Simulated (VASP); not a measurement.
# Ca (P6/mmm) in VASP: further runs

Ca is run at these levels: revPBE; tasks: single point.

Everything below comes from runs of VASP 6.6.1. Logs are shortened: lines on timing, memory, paths and dates and some standing lists are left out, and cuts for length are marked.

## 1. The cell of the first run

Symmetry: P6/mmm, No. 191, hexagonal system. Conventional cell: a = 6.279 Å, b = 6.279 Å, c = 3.753 Å, α = 90.00°, β = 90.00°, γ = 120.00°. Within 4.9 Å of Ca (site symmetry 6/mmm) lie 14 Ca at 3.75 to 4.08 Å. Ca (site symmetry -6m2) has 11 Ca at 3.62 to 4.08 Å within 4.8 Å.

This isn't the form of Ca at room conditions, which is fcc.

## 2. Single point, revPBE (42.71 Å³/atom)

The input, INCAR:

```
PREC = Accurate
ENCUT = 520
EDIFF = 1E-6
ISMEAR = -1
SIGMA = 0.1
LREAL = F
LASPH = T
NELM = 100
ALGO = Normal
ISIF = 2
LWAVE = F
LCHARG = T
GGA = RE
LELF = T
LVHAR = T
NBANDS = 22
```

The input, KPOINTS:

```
Automatic mesh
0
Gamma
  7 7 9
```

The input, POSCAR:

```
Ca
1.0
    6.2786431121      0.0000000000      0.0000000000
   -3.1393215561      5.4374644364      0.0000000000
    0.0000000000      0.0000000000      3.7527603000
Ca
3
Direct
    1.0000000000      1.0000000000      0.0000000000
    0.3333333333      0.6666666667      0.5000000000
    0.6666666667      0.3333333333      0.5000000000
```

Potentials or basis: VASP PAW PBE potentials, release 64 (Ca_sv).

Command:

```bash
$ cat potpaw_PBE.64/Ca_sv/POTCAR > POTCAR
$ mpirun -np 1 vasp_std > vasp.out
```

OUTCAR:

```text
PREC = Accurate
   ENCUT = 520
   EDIFF = 1E-6
   ISMEAR = -1
   LREAL = F
   LASPH = T
   NELM = 100
   ISIF = 2
   GGA = RE

 ion  position               nearest neighbor table
   1  0.000  0.000  0.000-
   2  0.333  0.667  0.500-
   3  0.667  0.333  0.500-

  LATTYP: Found a hexagonal cell.
 ALAT       =     6.2786431121
 C/A-ratio  =     0.5977024387

  Lattice vectors:

 A1 = (   6.2786431121,   0.0000000000,   0.0000000000)
 A2 = (  -3.1393215561,   5.4374644364,   0.0000000000)
 A3 = (   0.0000000000,   0.0000000000,   3.7527603000)

Analysis of symmetry for initial positions (statically):
=====================================================================
 Subroutine PRICEL returns:
 Original cell was already a primitive cell.

 Routine SETGRP: Setting up the symmetry group for a
 hexagonal supercell.

 Subroutine GETGRP returns: Found 24 space group operations
 (whereof 24 operations were pure point group operations)
 out of a pool of 24 trial point group operations.

The static configuration has the point symmetry D_6h.

Analysis of symmetry for dynamics (positions and initial velocities):
=====================================================================
 Subroutine PRICEL returns:
 Original cell was already a primitive cell.

 Routine SETGRP: Setting up the symmetry group for a
 hexagonal supercell.

 Subroutine GETGRP returns: Found 24 space group operations
 (whereof 24 operations were pure point group operations)
 out of a pool of 24 trial point group operations.

The dynamic configuration has the point symmetry D_6h.

 Subroutine INISYM returns: Found 24 space group operations
 (whereof 24 operations are pure point group operations),
 and found     1 'primitive' translations

----------------------------------------------------------------------------------------

                                     Primitive cell

  volume of cell :     128.1189

  direct lattice vectors                    reciprocal lattice vectors
     6.278643112  0.000000000  0.000000000     0.159270081  0.091954624  0.000000000
    -3.139321556  5.437464436  0.000000000     0.000000000  0.183909249  0.000000000
     0.000000000  0.000000000  3.752760300     0.000000000  0.000000000  0.266470523

  length of vectors
     6.278643112  6.278643112  3.752760300     0.183909249  0.183909249  0.266470523

  position of ions in fractional coordinates (direct lattice)
     0.000000000  0.000000000  0.000000000
     0.333333333  0.666666667  0.500000000
     0.666666667  0.333333333  0.500000000

  ion indices of the primitive-cell ions
   primitive index   ion index
                 1           1
                 2           2
                 3           3

----------------------------------------------------------------------------------------

 KPOINTS: Automatic mesh

Automatic generation of k-mesh.
 Grid dimensions read from file:
 generate k-points for:    7    7    9

 Generating k-lattice:

  Cartesian coordinates                     Fractional coordinates (reciprocal lattice)
     0.022752869  0.013136375  0.000000000     0.142857143  0.000000000  0.000000000
     0.000000000  0.026272750  0.000000000     0.000000000  0.142857143  0.000000000
     0.000000000  0.000000000  0.029607836     0.000000000  0.000000000  0.111111111

  Length of vectors
     0.026272750  0.026272750  0.029607836

  Shift w.r.t. Gamma in fractional coordinates (k-lattice)
     0.000000000  0.000000000  0.000000000

 Subroutine IBZKPT returns following result:
 ===========================================

 Found     40 irreducible k-points:

 Following reciprocal coordinates:
            Coordinates               Weight
  0.000000  0.000000  0.000000      1.000000
  0.142857 -0.000000  0.000000      6.000000
  0.285714 -0.000000  0.000000      6.000000
  0.428571  0.000000  0.000000      6.000000
  0.142857  0.142857  0.000000      6.000000
  0.285714  0.142857  0.000000     12.000000
[... 16 lines left out ...]
  0.428571  0.142857  0.222222     12.000000
  0.285714  0.285714  0.222222     12.000000
 [... further k-points ...]
   k-points           NKPTS =     40   k-points in BZ     NKDIM =     40   number of bands    NBANDS=     22
   number of dos      NEDOS =    301   number of ions     NIONS =      3
   total plane-waves  NPLWV =  64512
   dimension x,y,z NGX =    48 NGY =   48 NGZ =   28
   dimension x,y,z NGXF=    96 NGYF=   96 NGZF=   56
   ions per type =               3
   NGX,Y,Z   is equivalent  to a cutoff of  12.71, 12.71, 12.40 a.u.
   NGXF,Y,Z  is equivalent  to a cutoff of  25.42, 25.42, 24.81 a.u.
 SYSTEM =  unknown system
   PREC   = accura    normal or accurate (medium, high low for compatibility)
   ISTART =      0    job   : 0-new  1-cont  2-samecut
   ICHARG =      2    charge: 1-file 2-atom 10-const
   ISPIN  =      1    spin polarized calculation?
   LNONCOLLINEAR =      F non collinear calculations
   LSORBIT =      F    spin-orbit coupling
   LASPH  =      T    aspherical Exc in radial PAW
   ENCUT  =  520.0 eV  38.22 Ry    6.18 a.u.  11.67 11.67  6.98*2*pi/ulx,y,z
   NELM   =    100;   NELMIN=  2; NELMDL= -5     # of ELM steps
   EDIFF  = 0.1E-05   stopping-criterion for ELM
   LREAL  =      F    real-space projection
   EDIFFG = 0.1E-04   stopping-criterion for IOM
   NSW    =      0    number of steps for IOM
   IBRION =     -1    ionic relax: 0-MD 1-quasi-New 2-CG
   NFREE  =      0    steps in history (QN), initial steepest desc. (CG)
   ISIF   =      2    stress and relaxation
   ISYM   =      2    0-nonsym 1-usesym 2-fastsym
   POTIM  = 0.5000    time-step for ionic-motion
   TEBEG  =    0.0;   TEEND  =   0.0 temperature during run
   PSTRESS=    0.0 pullay stress
   NELECT =      30.0000    total number of electrons
   NUPDOWN=      -1.0000    fix difference up-down
   EMIN   =  10.00;   EMAX   =-10.00  energy-range for DOS
   EFERMI =   0.00;   METHOD = LEGACY
   ISMEAR =    -1;   SIGMA  =   0.10  broadening in eV -4-tet -1-fermi 0-gaus
   EFERMI_NEDOS =   21; number of points for ismear=-14 and -15
   IALGO  =     38    algorithm
   IMIX   =      4    mixing-type and parameters
     AMIX     =   0.40;   BMIX     =  1.00
     AMIX_MAG =   1.60;   BMIX_MAG =  1.00
  volume/ion in A,a.u.               =      42.71       288.20
  Fermi-wavevector in a.u.,A,eV,Ry     =   1.009046  1.906820 13.853092  1.018174
  Thomas-Fermi vector in A             =   2.141950
   LORBIT       =      0    0 simple, 1 ext, 2 COOP (PROOUT), +10 PAW based schemes
   GGA     = RE    functional components
   LHFCALC =     F    Hartree Fock is set to
   AEXX    =    0.0000 exact exchange contribution
   IVDW    =     0    specifies the selected vdW correction
   LEPSILON=     F    determine dielectric tensor
   LRPA    =     F    only Hartree local field effects (RPA)
 non-spin polarized calculation
  energy-cutoff  :      520.00
  volume of cell :      128.12
 maximum number of plane-waves:      3467
 NGX is ok and might be reduce to    48
   NGX = 23   NGY = 23   NGZ = 13

 number of electron      29.9999988 magnetization

 Free energy of the ion-electron system (eV)
  ---------------------------------------------------
  ext. energy  EPLUGINS =         0.00000000
  ---------------------------------------------------
  free energy    TOTEN  =        -5.20689994 eV

  energy without entropy =       -5.05731784  energy(sigma->0) =       -5.13210889

 E-fermi :   2.0195     XC(G=0):  -7.5994

 val. band max:        2.0123451406   @ k =   0.2857  -0.0000   0.2222
 cond. band min:       2.0308611882   @ k =   0.1429  -0.0000   0.0000
 fundamental gap:      0.0185160476
 Fermi energy:         2.0194521460

 k-point     1 :       0.0000    0.0000    0.0000
  band No.  band energies     occupation
      1     -40.1764      2.00000
      2     -40.1582      2.00000
      3     -40.0862      2.00000
      4     -21.1685      2.00000
      5     -21.1685      2.00000
      6     -21.0828      2.00000
[... 14 lines left out ...]
     21       4.6142      0.00000
     22       4.6142      0.00000

 k-point     2 :       0.1429   -0.0000    0.0000
  band No.  band energies     occupation
      1     -40.1756      2.00000
      2     -40.1590      2.00000
      3     -40.0863      2.00000
      4     -21.1721      2.00000
      5     -21.1667      2.00000
      6     -21.0803      2.00000
[... 14 lines left out ...]
     21       4.4769      0.00000
     22       4.6978      0.00000

 k-point     3 :       0.2857   -0.0000    0.0000
  band No.  band energies     occupation
      1     -40.1733      2.00000
      2     -40.1611      2.00000
      3     -40.0864      2.00000
      4     -21.1793      2.00000
      5     -21.1589      2.00000
      6     -21.0815      2.00000
[... 14 lines left out ...]
     21       4.1211      0.00000
     22       4.6995      0.00000

 k-point     4 :       0.4286    0.0000    0.0000
  band No.  band energies     occupation
      1     -40.1707      2.00000
      2     -40.1637      2.00000
      3     -40.0865      2.00000
      4     -21.1843      2.00000
      5     -21.1462      2.00000
      6     -21.0936      2.00000
[... 14 lines left out ...]
     21       3.8753      0.00000
     22       4.6107      0.00000

 k-point     5 :       0.1429    0.1429    0.0000
  band No.  band energies     occupation
      1     -40.1740      2.00000
      2     -40.1605      2.00000
      3     -40.0863      2.00000
      4     -21.1765      2.00000
      5     -21.1625      2.00000
      6     -21.0806      2.00000
[... 14 lines left out ...]
     21       4.2295      0.00000
     22       4.7910      0.00000

 k-point     6 :       0.2857    0.1429    0.0000
  band No.  band energies     occupation
      1     -40.1714      2.00000
      2     -40.1630      2.00000
      3     -40.0864      2.00000
      4     -21.1811      2.00000
      5     -21.1515      2.00000
      6     -21.0919      2.00000
[... 14 lines left out ...]
     21       3.9359      0.00000
     22       4.6865      0.00000

 k-point     7 :       0.4286    0.1429    0.0000
  band No.  band energies     occupation
      1     -40.1696      2.00000
      2     -40.1648      2.00000
      3     -40.0865      2.00000
      4     -21.1831      2.00000
      5     -21.1412      2.00000
      6     -21.1039      2.00000
[... 324 lines left out ...]
      6     -21.1053      2.00000
[... 14 lines left out ...]
     21       4.0296      0.00000
     22       4.1056      0.00000

 k-point    21 :       0.1429    0.1429    0.2222
  band No.  band energies     occupation
      1     -40.1708      2.00000
      2     -40.1574      2.00000
      3     -40.0833      2.00000
      4     -21.1704      2.00000
      5     -21.1555      2.00000
      6     -21.1078      2.00000
[... 14 lines left out ...]
     21       4.1330      0.00000
     22       4.2043      0.00000

 k-point    22 :       0.2857    0.1429    0.2222
  band No.  band energies     occupation
      1     -40.1683      2.00000
      2     -40.1599      2.00000
      3     -40.0833      2.00000
      4     -21.1751      2.00000
      5     -21.1449      2.00000
      6     -21.1053      2.00000
[... 14 lines left out ...]
     21       3.9950      0.00000
     22       4.1625      0.00000

 k-point    23 :       0.4286    0.1429    0.2222
  band No.  band energies     occupation
      1     -40.1665      2.00000
      2     -40.1617      2.00000
      3     -40.0833      2.00000
      4     -21.1771      2.00000
      5     -21.1369      2.00000
      6     -21.1055      2.00000
[... 14 lines left out ...]
     21       3.9414      0.00000
     22       4.1800      0.00000

 k-point    24 :       0.2857    0.2857    0.2222
  band No.  band energies     occupation
      1     -40.1657      2.00000
      2     -40.1624      2.00000
      3     -40.0834      2.00000
      4     -21.1776      2.00000
      5     -21.1301      2.00000
      6     -21.1087      2.00000
[... 14 lines left out ...]
     21       3.8257      0.00000
     22       4.3123      0.00000

 [... further k-points ...]

------------------------ aborting loop because EDIFF is reached ----------------------------------------

  FORCE on cell =-STRESS in cart. coord.  units (eV):
  Direction    XX          YY          ZZ          XY          YZ          ZX
  --------------------------------------------------------------------------------------
  -------------------------------------------------------------------------------------
  Total        0.5988333      0.5988333      0.5046970     -0.0000000      0.0000000     -0.0000000
  in kB        7.4886493      7.4886493      6.3114375     -0.0000000      0.0000000     -0.0000000
  external PRESSURE =       7.0962454 kB  Pullay stress =       0.0000000 kB

 VOLUME and BASIS-vectors are now :
 -----------------------------------------------------------------------------
  energy-cutoff  :      520.00
  volume of cell :      128.12
      direct lattice vectors                 reciprocal lattice vectors
     6.278643112  0.000000000  0.000000000     0.159270081  0.091954624  0.000000000
    -3.139321556  5.437464436  0.000000000     0.000000000  0.183909249  0.000000000
     0.000000000  0.000000000  3.752760300     0.000000000  0.000000000  0.266470523

 POSITION                                       TOTAL-FORCE (eV/Angst)
 -----------------------------------------------------------------------------------
      0.00000      0.00000      0.00000        -0.000000      0.000000      0.000000
     -0.00000      3.62498      1.87638         0.000000      0.000000      0.000000
      3.13932      1.81249      1.87638        -0.000000      0.000000      0.000000
 -----------------------------------------------------------------------------------
    total drift:                               -0.000000      0.000000     -0.000000

  FREE ENERGIE OF THE ION-ELECTRON SYSTEM (eV)
  ---------------------------------------------------
  free  energy   TOTEN  =        -5.2068999402 eV

  energy  without entropy=       -5.0573178383  energy(sigma->0) =       -5.13210889
```

Run time: 2.8 min. Hardware: 1 thread of Intel Xeon 8259CL, shared host; peak memory 0.28 GiB.

What came out:

```
Free energy            : -5.2069 eV
Pressure               : 0.7 GPa
Band gap on the k mesh : zero (bands 15 and 16 overlap by 0.35 eV)
```

Stress tensor (GPa, compression positive):
```
0.75 0.00 0.00
0.00 0.75 0.00
0.00 0.00 0.63
```

Caveat: the PAW data sets were made with another functional, which shifts forces and pressure a little.

## 3. Single point, revPBE (44.49 Å³/atom)

This run uses another cell than the first one, of 44.49 Å³/atom.

The input, INCAR:

```
PREC = Accurate ; ENCUT = 520
EDIFF = 1E-6 ; ISMEAR = -1
SIGMA = 0.1 ; LREAL = F
LASPH = T ; NELM = 60
ALGO = Normal ; ISIF = 2
LWAVE = F ; LCHARG = F
GGA = RE ; NBANDS = 22
```

The input, KPOINTS:

```
regular mesh
0
Gamma
  7 7 9
```

The input, POSCAR:

```
Ca
1.0
    6.3646626110      0.0000000000      0.0000000000
   -3.1823313055      5.5119595076      0.0000000000
    0.0000000000      0.0000000000      3.8041743643
Ca
3
Direct
    1.0000000000      1.0000000000      0.0000000000
    0.3333333333      0.6666666667      0.5000000000
    0.6666666667      0.3333333333      0.5000000000
```

Potentials or basis: VASP PAW PBE potentials, release 64 (Ca_sv).

Command:

```bash
$ cat potpaw_PBE.64/Ca_sv/POTCAR > POTCAR
$ mpirun -np 1 vasp_std > vasp.out
```

OUTCAR:

```text
PREC = Accurate
   ENCUT = 520
   EDIFF = 1E-6
   ISMEAR = -1
   LREAL = F
   LASPH = T
   NELM = 60
   ISIF = 2
   GGA = RE

 ion  position               nearest neighbor table
   1  0.000  0.000  0.000-
   2  0.333  0.667  0.500-
   3  0.667  0.333  0.500-

  LATTYP: Found a hexagonal cell.
 ALAT       =     6.3646626110
 C/A-ratio  =     0.5977024387

  Lattice vectors:

 A1 = (   6.3646626110,   0.0000000000,   0.0000000000)
 A2 = (  -3.1823313055,   5.5119595076,   0.0000000000)
 A3 = (   0.0000000000,   0.0000000000,   3.8041743643)

Analysis of symmetry for initial positions (statically):
=====================================================================
 Subroutine PRICEL returns:
 Original cell was already a primitive cell.

 Routine SETGRP: Setting up the symmetry group for a
 hexagonal supercell.

 Subroutine GETGRP returns: Found 24 space group operations
 (whereof 24 operations were pure point group operations)
 out of a pool of 24 trial point group operations.

The static configuration has the point symmetry D_6h.

[... 158 lines left out ...]
  free energy    TOTEN  =        -5.21949421 eV

  energy without entropy =       -5.07218971  energy(sigma->0) =       -5.14584196

 E-fermi :   1.8600     XC(G=0):  -7.4763

 val. band max:        1.8579292460   @ k =   0.1429   0.0000   0.0000
 cond. band min:       1.8765595220   @ k =   0.2857   0.2857   0.4444
 fundamental gap:      0.0186302760
 Fermi energy:         1.8599608011

 k-point     1 :       0.0000    0.0000    0.0000
  band No.  band energies     occupation
      1     -40.4303      2.00000
      2     -40.4152      2.00000
      3     -40.3463      2.00000
      4     -21.4098      2.00000
      5     -21.4098      2.00000
      6     -21.3340      2.00000
[... 589 lines left out ...]
     21       3.6237      0.00000
     22       4.0964      0.00000

 [... further k-points ...]

------------------------ aborting loop because EDIFF is reached ----------------------------------------

  FORCE on cell =-STRESS in cart. coord.  units (eV):
  Direction    XX          YY          ZZ          XY          YZ          ZX
  --------------------------------------------------------------------------------------
  -------------------------------------------------------------------------------------
  Total        0.0209002      0.0209002     -0.0207940      0.0000000     -0.0000000      0.0000000
  in kB        0.2509107      0.2509107     -0.2496360      0.0000000     -0.0000000      0.0000000
  external PRESSURE =       0.0840618 kB  Pullay stress =       0.0000000 kB

 VOLUME and BASIS-vectors are now :
 -----------------------------------------------------------------------------
  energy-cutoff  :      520.00
  volume of cell :      133.46
      direct lattice vectors                 reciprocal lattice vectors
     6.364662611  0.000000000  0.000000000     0.157117519  0.090711842  0.000000000
    -3.182331305  5.511959508  0.000000000     0.000000000  0.181423684  0.000000000
     0.000000000  0.000000000  3.804174364     0.000000000  0.000000000  0.262869129

 POSITION                                       TOTAL-FORCE (eV/Angst)
 -----------------------------------------------------------------------------------
      0.00000      0.00000      0.00000        -0.000000      0.000000      0.000000
     -0.00000      3.67464      1.90209        -0.000000      0.000000      0.000000
      3.18233      1.83732      1.90209         0.000000      0.000000      0.000000
 -----------------------------------------------------------------------------------
    total drift:                               -0.000000      0.000000     -0.000000

  FREE ENERGIE OF THE ION-ELECTRON SYSTEM (eV)
  ---------------------------------------------------
  free  energy   TOTEN  =        -5.2194942123 eV

  energy  without entropy=       -5.0721897138  energy(sigma->0) =       -5.14584196
```

stdout:

```text
POSCAR found type information on POSCAR Ca
 POSCAR found :  1 types and       3 ions
 scaLAPACK will be used
 -----------------------------------------------------------------------------
|                                                                             |
|                                                                             |
|     You enforced a specific xc type in the INCAR file but a different       |
|     I HOPE YOU KNOW WHAT YOU ARE DOING!                                     |
|                                                                             |
 -----------------------------------------------------------------------------

 LDA part: xc-table for (Slater+PW92), standard interpolation
 POSCAR, INCAR and KPOINTS ok, starting setup
 FFT: planning ... GRIDC
 FFT: planning ... GRID_SOFT
 FFT: planning ... GRID
 WAVECAR not read
 entering main loop
```

Run time: 2.4 min. Hardware: 1 thread of Intel Xeon 8259CL, shared host; peak memory 0.28 GiB.

Results:

| Quantity | Value |
| --- | --- |
| Free energy | -5.2195 eV |
| Pressure | 0.0 GPa |
| Band gap on the k mesh | zero (bands 15 and 16 overlap by 0.41 eV) |

Caveat: the PAW data sets were made with another functional, which shifts forces and pressure a little.

(Part 1 of 2 ends here.)
